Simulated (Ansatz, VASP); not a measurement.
## One calculation of Co, two programs

```xyz
2
Lattice="2.4874 0.0000 0.0000 -1.2437 2.1541 0.0000 0.0000 0.0000 4.0633" Properties=species:S:1:pos:R:3 pbc="T T T"
Co    0.0000    1.4361    3.0074
Co    1.2437    0.7180    1.0559
```

Alike in both runs: task single point; functional PBE; k mesh 10 × 10 × 6; occupations fermi-dirac, width 0.05 eV; collinear spin; fixed moment 0 μB.

|  | VASP | Ansatz |
| --- | --- | --- |
| version | VASP 6.6.1 | Ansatz 0.2.0 |
| potentials or method | VASP PAW PBE potentials, release 64 (Co) | Ansatz PAW |
| plane-wave cutoff (eV) | 520 | 420 |
| valence electrons in the cell | 18 | 34 |

Ansatz gave:

- pressure (GPa): -10.9
- traceless stress, the component that is largest in VASP (GPa): -1.10
- rms of the force components (eV/Å): 0.339
- net moment per atom (μB): 0.00

Q: Which values does VASP return?

A: Pressure (GPa): -11.4; traceless stress, the component that is largest in VASP (GPa): -1.14; rms of the force components (eV/Å): 0.329; net moment per atom (μB): 0.00.

Atom by atom the forces differ by 0.009 eV/Å (rms over components). The functional is the same, so the differences come from potentials, cutoffs and numerics. VASP's potentials hold 18 valence electrons a cell and Ansatz's 34, so a difference there can come from the potentials and not from the codes.
